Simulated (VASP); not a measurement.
# TaC3 (Cmmm) in VASP: notebook

The runs below take TaC3 through relaxation of cell and atoms, single point, with PBE.

Everything below comes from runs of VASP 6.6.1. Logs are shortened: lines on timing, memory, paths and dates and some standing lists are left out, and cuts for length are marked.

## 1. The cell of the first run

It takes space group Cmmm (No. 65, orthorhombic). Conventional cell: a = 4.438 Å, b = 5.541 Å, c = 2.994 Å, α = 90.00°, β = 90.00°, γ = 90.00°. Ta (site symmetry mmm) has 12 C at 2.22 to 2.77 Å and 2 Ta at 2.99 Å within 3.0 Å. C (site symmetry mmm) has 4 Ta at 2.22 to 2.77 Å and 10 C at 2.32 to 2.99 Å within 3.0 Å. Within 3.0 Å of C (site symmetry 2/m) lie 10 C at 2.22 to 2.99 Å and 4 Ta at 2.32 Å.

The cell was built from a structure type or drawn by symmetry, and may not be a known phase.

## 2. Relaxation of cell and atoms, PBE

The input, INCAR:

```
  ALGO = Normal
  EDIFF = 1E-6
  EDIFFG = -0.04
  ENCUT = 600
  GGA = PE
  IBRION = 2
  ISIF = 3
  ISMEAR = 0
  LASPH = True
  LCHARG = False
  LREAL = False
  LWAVE = False
  NELM = 60
  NSW = 90
  PREC = Accurate
  SIGMA = 0.1
```

The input, KPOINTS:

```
k-points
0
Gamma
  6 6 6
```

The input, POSCAR:

```
TaC3
1.0
    2.2191109440     -2.7703144292      0.0000000000
    2.2191109440      2.7703144292      0.0000000000
    0.0000000000      0.0000000000      2.9938522166
Ta C
1 3
Direct
    0.0000000000      0.0000000000      0.0000000000
    0.5000000000      0.5000000000      0.0000000000
    0.0000000000      0.5000000000      0.5000000000
    0.5000000000      0.0000000000      0.5000000000
```

Potentials or basis: VASP PAW PBE potentials, release 64 (Ta_pv, C).

Started as:

```console
$ cat potpaw_PBE.64/Ta_pv/POTCAR potpaw_PBE.64/C/POTCAR > POTCAR
$ mpirun -np 1 vasp_std > vasp.out
```

OUTCAR:

```text
EDIFF = 1E-6
   EDIFFG = -0.04
   ENCUT = 600
   GGA = PE
   IBRION = 2
   ISIF = 3
   ISMEAR = 0
   LASPH = True
   LREAL = False
   NELM = 60
   NSW = 90
   PREC = Accurate

 ion  position               nearest neighbor table
   1  0.000  0.000  0.000-   2 2.22   2 2.22   4 2.32   3 2.32   4 2.32   3 2.32   3 2.32   4 2.32
                             4 2.32   3 2.32   2 2.77   2 2.77
   2  0.500  0.500  0.000-   1 2.22   1 2.22   1 2.77   1 2.77
   3  0.000  0.500  0.500-   1 2.32   1 2.32   1 2.32   1 2.32
   4  0.500  0.000  0.500-   1 2.32   1 2.32   1 2.32   1 2.32

  LATTYP: Found a base centered orthorhombic cell.
 ALAT       =     4.4382218880
 B/A-ratio  =     1.2483893321
 C/A-ratio  =     0.6745611851

  Lattice vectors:

 A1 = (   2.2191109440,  -2.7703144292,   0.0000000000)
 A2 = (   2.2191109440,   2.7703144292,   0.0000000000)
 A3 = (   0.0000000000,   0.0000000000,   2.9938522166)

Analysis of symmetry for initial positions (statically):
=====================================================================
 Subroutine PRICEL returns:
 Original cell was already a primitive cell.

 Routine SETGRP: Setting up the symmetry group for a
 base centered orthorhombic supercell.

 Subroutine GETGRP returns: Found  8 space group operations
 (whereof  8 operations were pure point group operations)
 out of a pool of  8 trial point group operations.

The static configuration has the point symmetry D_2h.

Analysis of symmetry for dynamics (positions and initial velocities):
=====================================================================
 Subroutine PRICEL returns:
 Original cell was already a primitive cell.

 Routine SETGRP: Setting up the symmetry group for a
 base centered orthorhombic supercell.

 Subroutine GETGRP returns: Found  8 space group operations
 (whereof  8 operations were pure point group operations)
 out of a pool of  8 trial point group operations.

The dynamic configuration has the point symmetry D_2h.

 Subroutine INISYM returns: Found  8 space group operations
 (whereof  8 operations are pure point group operations),
 and found     1 'primitive' translations

----------------------------------------------------------------------------------------

                                     Primitive cell

  volume of cell :      36.8102

  direct lattice vectors                    reciprocal lattice vectors
     2.219110944 -2.770314429  0.000000000     0.225315459 -0.180484928  0.000000000
     2.219110944  2.770314429  0.000000000     0.225315459  0.180484928  0.000000000
     0.000000000  0.000000000  2.993852217     0.000000000  0.000000000  0.334017823

  length of vectors
     3.549520449  3.549520449  2.993852217     0.288689912  0.288689912  0.334017823

  position of ions in fractional coordinates (direct lattice)
     0.000000000  0.000000000  0.000000000
     0.500000000  0.500000000  0.000000000
     0.000000000  0.500000000  0.500000000
     0.500000000  0.000000000  0.500000000

  ion indices of the primitive-cell ions
   primitive index   ion index
                 1           1
                 2           2
                 3           3
                 4           4

----------------------------------------------------------------------------------------

 KPOINTS: k-points

Automatic generation of k-mesh.
 Grid dimensions read from file:
 generate k-points for:    6    6    6

 Generating k-lattice:

  Cartesian coordinates                     Fractional coordinates (reciprocal lattice)
     0.037552576 -0.030080821  0.000000000     0.166666667 -0.000000000  0.000000000
     0.037552576  0.030080821  0.000000000    -0.000000000  0.166666667  0.000000000
     0.000000000  0.000000000  0.055669637     0.000000000  0.000000000  0.166666667

  Length of vectors
     0.048114985  0.048114985  0.055669637

  Shift w.r.t. Gamma in fractional coordinates (k-lattice)
     0.000000000  0.000000000  0.000000000

 Subroutine IBZKPT returns following result:
 ===========================================

 Found     52 irreducible k-points:

 Following reciprocal coordinates:
            Coordinates               Weight
  0.000000  0.000000  0.000000      1.000000
  0.166667  0.000000  0.000000      4.000000
  0.333333  0.000000  0.000000      4.000000
  0.500000  0.000000  0.000000      2.000000
  0.166667  0.166667  0.000000      2.000000
  0.333333  0.166667  0.000000      4.000000
[... 16 lines left out ...]
  0.333333  0.333333  0.166667      4.000000
  0.500000  0.333333  0.166667      8.000000
 [... further k-points ...]
   k-points           NKPTS =     52   k-points in BZ     NKDIM =     52   number of bands    NBANDS=     15
   number of dos      NEDOS =    301   number of ions     NIONS =      4
   total plane-waves  NPLWV =  18816
   dimension x,y,z NGX =    28 NGY =   28 NGZ =   24
   dimension x,y,z NGXF=    56 NGYF=   56 NGZF=   48
   ions per type =               1   3
   NGX,Y,Z   is equivalent  to a cutoff of  13.11, 13.11, 13.33 a.u.
   NGXF,Y,Z  is equivalent  to a cutoff of  26.23, 26.23, 26.65 a.u.
 SYSTEM =  unknown system
   PREC   = accura    normal or accurate (medium, high low for compatibility)
   ISTART =      0    job   : 0-new  1-cont  2-samecut
   ICHARG =      2    charge: 1-file 2-atom 10-const
   ISPIN  =      1    spin polarized calculation?
   LNONCOLLINEAR =      F non collinear calculations
   LSORBIT =      F    spin-orbit coupling
   LASPH  =      T    aspherical Exc in radial PAW
   ENCUT  =  600.0 eV  44.10 Ry    6.64 a.u.   7.09  7.09  5.98*2*pi/ulx,y,z
   NELM   =     60;   NELMIN=  2; NELMDL= -5     # of ELM steps
   EDIFF  = 0.1E-05   stopping-criterion for ELM
   LREAL  =      F    real-space projection
   EDIFFG = -.4E-01   stopping-criterion for IOM
   NSW    =     90    number of steps for IOM
   IBRION =      2    ionic relax: 0-MD 1-quasi-New 2-CG
   NFREE  =      1    steps in history (QN), initial steepest desc. (CG)
   ISIF   =      3    stress and relaxation
   ISYM   =      2    0-nonsym 1-usesym 2-fastsym
   POTIM  = 0.5000    time-step for ionic-motion
   TEBEG  =    0.0;   TEEND  =   0.0 temperature during run
   PSTRESS=    0.0 pullay stress
   NELECT =      23.0000    total number of electrons
   NUPDOWN=      -1.0000    fix difference up-down
   EMIN   =  10.00;   EMAX   =-10.00  energy-range for DOS
   EFERMI =   0.00;   METHOD = LEGACY
   ISMEAR =     0;   SIGMA  =   0.10  broadening in eV -4-tet -1-fermi 0-gaus
   EFERMI_NEDOS =   21; number of points for ismear=-14 and -15
   IALGO  =     38    algorithm
   IMIX   =      4    mixing-type and parameters
     AMIX     =   0.40;   BMIX     =  1.00
     AMIX_MAG =   1.60;   BMIX_MAG =  1.00
  volume/ion in A,a.u.               =       9.20        62.10
  Fermi-wavevector in a.u.,A,eV,Ry     =   1.399570  2.644804 26.651041  1.958796
  Thomas-Fermi vector in A             =   2.522616
   LORBIT       =      0    0 simple, 1 ext, 2 COOP (PROOUT), +10 PAW based schemes
   GGA     = PE    functional components
   LHFCALC =     F    Hartree Fock is set to
   AEXX    =    0.0000 exact exchange contribution
   IVDW    =     0    specifies the selected vdW correction
   LEPSILON=     F    determine dielectric tensor
   LRPA    =     F    only Hartree local field effects (RPA)
 conjugate gradient relaxation of ions
 non-spin polarized calculation
 Gauss-broadening in eV      SIGMA  =   0.10
  energy-cutoff  :      600.00
  volume of cell :       36.81
 maximum number of plane-waves:      1244
   NGX = 15   NGY = 15   NGZ = 11

--------------------------------------- Ionic step        1  -------------------------------------------

 number of electron      22.9999999 magnetization

 Free energy of the ion-electron system (eV)
  ---------------------------------------------------
  ext. energy  EPLUGINS =         0.00000000
  ---------------------------------------------------
  free energy    TOTEN  =       -31.66451935 eV

  energy without entropy =      -31.65010752  energy(sigma->0) =      -31.65731343

------------------------ aborting loop because EDIFF is reached ----------------------------------------

  FORCE on cell =-STRESS in cart. coord.  units (eV):
  Direction    XX          YY          ZZ          XY          YZ          ZX
  --------------------------------------------------------------------------------------
  -------------------------------------------------------------------------------------
  Total       -0.4358280      0.8518417     -0.0716997      0.0000000      0.0000000      0.0000000
  in kB      -18.9695594     37.0766970     -3.1207554      0.0000000      0.0000000      0.0000000
  external PRESSURE =       4.9954607 kB  Pullay stress =       0.0000000 kB
[... 251 lines left out ...]
  energy  without entropy=      -31.6817947263  energy(sigma->0) =      -31.68591449

--------------------------------------- Ionic step        8  -------------------------------------------

 number of electron      22.9999999 magnetization

 Free energy of the ion-electron system (eV)
  ---------------------------------------------------
  ext. energy  EPLUGINS =         0.00000000
  ---------------------------------------------------
  free energy    TOTEN  =       -31.69027082 eV

  energy without entropy =      -31.68214055  energy(sigma->0) =      -31.68620569

 E-fermi :   7.3761     XC(G=0): -12.8957

 val. band max:        7.3457590163   @ k =   0.3333   0.3333   0.3333
 cond. band min:       7.3913120520   @ k =   0.1667   0.1667   0.1667
 fundamental gap:      0.0455530357
 Fermi energy:         7.3760893863

 k-point     1 :       0.0000    0.0000    0.0000
  band No.  band energies     occupation
      1     -27.5631      2.00000
      2     -27.4304      2.00000
      3     -27.2340      2.00000
      4      -8.6455      2.00000
      5      -1.4883      2.00000
      6      -0.5732      2.00000
      7       1.3946      2.00000
      8       3.4970      2.00000
      9       4.6703      2.00000
     10       5.3840      2.00000
     11       5.4533      2.00000
     12       9.0901      0.00000
     13       9.4529      0.00000
     14       9.5682      0.00000
     15       9.8352      0.00000
[... 397 lines left out ...]
 k-point    24 :       0.5000    0.3333    0.1667
  band No.  band energies     occupation
      1     -27.6532      2.00000
      2     -27.4707      2.00000
      3     -27.3828      2.00000
      4      -5.5438      2.00000
      5      -4.2160      2.00000
      6      -2.0792      2.00000
      7       1.0750      2.00000
      8       2.6917      2.00000
      9       4.0467      2.00000
     10       5.4741      2.00000
     11       6.0832      2.00000
     12       7.9190      0.00000
     13       8.8034      0.00000
     14       9.7590      0.00000
     15      10.8272      0.00000

 [... further k-points ...]
[... 5 lines left out ...]
  --------------------------------------------------------------------------------------
  -------------------------------------------------------------------------------------
  Total        0.0051350     -0.0596239     -0.0522321      0.0000000      0.0000000      0.0000000
  in kB        0.2209752     -2.5658030     -2.2477117      0.0000000      0.0000000      0.0000000
  external PRESSURE =      -1.5308465 kB  Pullay stress =       0.0000000 kB
[... 19 lines left out ...]
  FREE ENERGIE OF THE ION-ELECTRON SYSTEM (eV)
  ---------------------------------------------------
  free  energy   TOTEN  =       -31.6902708226 eV

  energy  without entropy=      -31.6821405523  energy(sigma->0) =      -31.68620569

 reached required accuracy - stopping structural energy minimisation
```

It took 52 s on 1 thread of Intel Xeon 6975P-C (Granite Rapids), shared host; peak memory 0.18 GiB.

What came out:

```yaml
Free_energy: -31.6903 eV
Relaxed_volume: 9.31 Å³/atom
Relaxed_cell: a = 3.618 Å, b = 3.618 Å, c = 2.954 Å, α = 90.00°, β = 90.00°, γ = 105.74°
Space_group_after_relaxing_to_0.1_Å: Cmmm (No. 65)
Energy_gained_by_relaxing: 6.4 meV/atom
Ionic_steps: 8
Pressure_after_relaxing: -0.2 GPa
Band_gap_on_the_k_mesh: zero (an odd number of electrons rules out a gap without spin polarisation)
```

Stress tensor (GPa, compression positive):
```
 0.02  0.00  0.00
 0.00 -0.26  0.00
 0.00  0.00 -0.22
```

Step by step:
```csv
step,energy change (eV),largest force (eV/Å),pressure (GPa),volume (Å³)
1,0.0000,0.0000,0.50,36.81
2,-0.0108,0.0000,0.09,36.96
3,-0.0194,0.0000,-0.79,37.39
4,-0.0210,0.0000,-0.62,37.27
5,-0.0255,0.0000,0.46,37.16
6,-0.0256,0.0000,0.34,37.17
7,-0.0255,0.0000,-0.73,37.30
8,-0.0258,0.0000,-0.15,37.23
```

Final structure:
```yaml
crystal:
  lattice:
    - [2.18421, -2.88492, 0.00000]
    - [2.18421, 2.88492, 0.00000]
    - [0.00000, 0.00000, 2.95427]
  atoms:
    - { symbol: Ta, position: [0.00000, 0.00000, 0.00000] }
    - { symbol: C, position: [0.50000, 0.50000, 0.00000] }
    - { symbol: C, position: [0.00000, 0.50000, 0.50000] }
    - { symbol: C, position: [0.50000, 0.00000, 0.50000] }
```

Levels at points of the mesh, in eV from the Fermi level:
```
           k point  band 10  band 11  band 12  band 13  band 14  band 15
(0.00, 0.00, 0.00)    -1.99    -1.92     1.71     2.08     2.19     2.46
(0.50, 0.00, 0.00)    -0.62    -0.45     0.22     0.94     1.47     1.96
(0.50, 0.50, 0.00)    -1.36    -1.33     0.42     0.72     0.96     2.48
(0.00, 0.00, 0.50)    -3.03    -1.39    -1.31    -0.85    -0.08     4.79
(0.50, 0.00, 0.50)    -1.31    -0.96    -0.74     0.88     2.41     3.07
(0.50, 0.50, 0.50)    -3.96     1.93     2.08     2.22     3.37     4.58
```

Caveat: spin-orbit coupling is left out, which moves the levels of the heavy elements.

## 3. Single point, PBE

This run uses another cell than the first one, of 9.25 Å³/atom.

The input, INCAR:

```
SYSTEM = TaC3
ALGO = Normal
EDIFF = 1E-6
ENCUT = 520
GGA = PE
ISIF = 2
ISMEAR = 0
LASPH = .True.
LCHARG = .False.
LREAL = .False.
LWAVE = .False.
NBANDS = 20
NELM = 60
PREC = Accurate
SIGMA = 0.1
```

The input, KPOINTS:

```
k-points
0
Gamma
  14 14 16
  0 0 0
```

The input, POSCAR:

```
TaC3
1.0
    2.1818934472     -2.8698054809      0.0000000000
    2.1818934472      2.8698054809      0.0000000000
    0.0000000000      0.0000000000      2.9560874853
Ta C
1 3
Direct
    0.0000000000      0.0000000000      0.0000000000
    0.5000000000      0.5000000000      0.0000000000
    0.0000000000      0.5000000000      0.5000000000
    0.5000000000      0.0000000000      0.5000000000
```

Potentials or basis: VASP PAW PBE potentials, release 64 (Ta_pv, C).

Started as:

```console
$ cat potpaw_PBE.64/Ta_pv/POTCAR potpaw_PBE.64/C/POTCAR > POTCAR
$ mpirun -np 1 vasp_std > vasp.out
```

OUTCAR:

```text
SYSTEM = TaC3
   EDIFF = 1E-6
   ENCUT = 520
   GGA = PE
   ISIF = 2
   ISMEAR = 0
   LASPH = .True.
   LREAL = .False.
   NELM = 60
   PREC = Accurate

 ion  position               nearest neighbor table
   1  0.000  0.000  0.000-   2 2.18   2 2.18   4 2.33   3 2.33   4 2.33   3 2.33   3 2.33   4 2.33
                             4 2.33   3 2.33
   2  0.500  0.500  0.000-   1 2.18   1 2.18
   3  0.000  0.500  0.500-   1 2.33   1 2.33   1 2.33   1 2.33
   4  0.500  0.000  0.500-   1 2.33   1 2.33   1 2.33   1 2.33

  LATTYP: Found a base centered orthorhombic cell.
 ALAT       =     4.3637868944
 B/A-ratio  =     1.3152821393
 C/A-ratio  =     0.6774133469

  Lattice vectors:

 A1 = (   2.1818934472,  -2.8698054809,   0.0000000000)
 A2 = (   2.1818934472,   2.8698054809,   0.0000000000)
 A3 = (   0.0000000000,   0.0000000000,   2.9560874853)

Analysis of symmetry for initial positions (statically):
=====================================================================
 Subroutine PRICEL returns:
 Original cell was already a primitive cell.

 Routine SETGRP: Setting up the symmetry group for a
 base centered orthorhombic supercell.

[... 165 lines left out ...]
  ---------------------------------------------------
  free energy    TOTEN  =       -31.69415974 eV

  energy without entropy =      -31.68476631  energy(sigma->0) =      -31.68946303

 E-fermi :   7.4182     XC(G=0): -12.9259

 val. band max:        7.4178513852   @ k =   0.3571   0.0714   0.0625
 cond. band min:       7.4221927131   @ k =  -0.4286   0.2143   0.5000
 fundamental gap:      0.0043413279
 Fermi energy:         7.4181653266

 k-point     1 :       0.0000    0.0000    0.0000
  band No.  band energies     occupation
      1     -27.5069      2.00000
      2     -27.3742      2.00000
      3     -27.1817      2.00000
      4      -8.6329      2.00000
      5      -1.4378      2.00000
      6      -0.5097      2.00000
[... 541 lines left out ...]
     19      13.6165      0.00000
     20      15.4187      0.00000

 [... further k-points ...]
[... 5 lines left out ...]
  --------------------------------------------------------------------------------------
  -------------------------------------------------------------------------------------
  Total        0.1601591      0.1532599      0.1081037     -0.0000000      0.0000000      0.0000000
  in kB        6.9315274      6.6329367      4.6786189     -0.0000000      0.0000000      0.0000000
  external PRESSURE =       6.0810277 kB  Pullay stress =       0.0000000 kB

 VOLUME and BASIS-vectors are now :
 -----------------------------------------------------------------------------
  energy-cutoff  :      520.00
  volume of cell :       37.02
      direct lattice vectors                 reciprocal lattice vectors
     2.181893447 -2.869805481  0.000000000     0.229158761 -0.174227836  0.000000000
     2.181893447  2.869805481  0.000000000     0.229158761  0.174227836  0.000000000
     0.000000000  0.000000000  2.956087485     0.000000000  0.000000000  0.338284981

 POSITION                                       TOTAL-FORCE (eV/Angst)
 -----------------------------------------------------------------------------------
      0.00000      0.00000      0.00000         0.000000     -0.000000      0.000000
      2.18189      0.00000      0.00000         0.000000      0.000000      0.000000
      1.09095      1.43490      1.47804         0.000000     -0.000000      0.000000
      1.09095     -1.43490      1.47804        -0.000000     -0.000000      0.000000
 -----------------------------------------------------------------------------------
    total drift:                               -0.000000      0.000000      0.000000

  FREE ENERGIE OF THE ION-ELECTRON SYSTEM (eV)
  ---------------------------------------------------
  free  energy   TOTEN  =       -31.6941597415 eV

  energy  without entropy=      -31.6847663096  energy(sigma->0) =      -31.68946303
```

stdout:

```text
POSCAR found type information on POSCAR TaC
 POSCAR found :  2 types and       4 ions
 scaLAPACK will be used
 LDA part: xc-table for (Slater+PW92), standard interpolation
 POSCAR, INCAR and KPOINTS ok, starting setup
 FFT: planning ... GRIDC
 FFT: planning ... GRID_SOFT
 FFT: planning ... GRID
 WAVECAR not read
 entering main loop
```

Run time: 1.8 min. Hardware: 1 thread of Intel Xeon 6975P-C (Granite Rapids), shared host; peak memory 0.42 GiB.

What came out:

- Free energy: -31.6942 eV
- Pressure: 0.6 GPa
- Band gap on the k mesh: zero (an odd number of electrons rules out a gap without spin polarisation)

Caveat: spin-orbit coupling is left out, which moves the levels of the heavy elements.
